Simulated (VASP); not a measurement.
Input of a VASP 6.6.1 run:

File INCAR:

```
SYSTEM = Ca
  PREC = Accurate
  ENCUT = 520
  EDIFF = 1E-7
  ISMEAR = 0
  SIGMA = 0.15
  LREAL = .False.
  LASPH = .True.
  NELM = 100
  ALGO = Fast
  ISIF = 2
  LWAVE = .False.
  LCHARG = .False.
  GGA = PE
  NBANDS = 11
```

Contents of KPOINTS:

```
Automatic mesh
0
Gamma
  16 16 16
  0 0 0
```

Contents of POSCAR:

```
Ca
1.0
   -2.2176000000      2.2176000000      2.2400000000
    2.2176000000     -2.2176000000      2.2400000000
    2.2176000000      2.2176000000     -2.2400000000
Ca
1
Direct
    0.0000000000      0.0000000000      0.0000000000
```

Potentials or basis: VASP PAW PBE potentials, release 64 (Ca_sv).

The run is started by

```sh
$ cat potpaw_PBE.64/Ca_sv/POTCAR > POTCAR
$ mpirun -np 1 vasp_std > vasp.out
```

(1) Estimate the pressure.

(2) Predict the band gap on the k mesh.

## Answers

(1) -0.7 GPa.

(2) zero (band 5 reaches 2.17 eV, above the bottom of band 6 at 1.77 eV).

Caveat: the cell differs from its parent crystal (strain -0.0100 x Voigt [1, 1, 0, 0, 0, 0]).
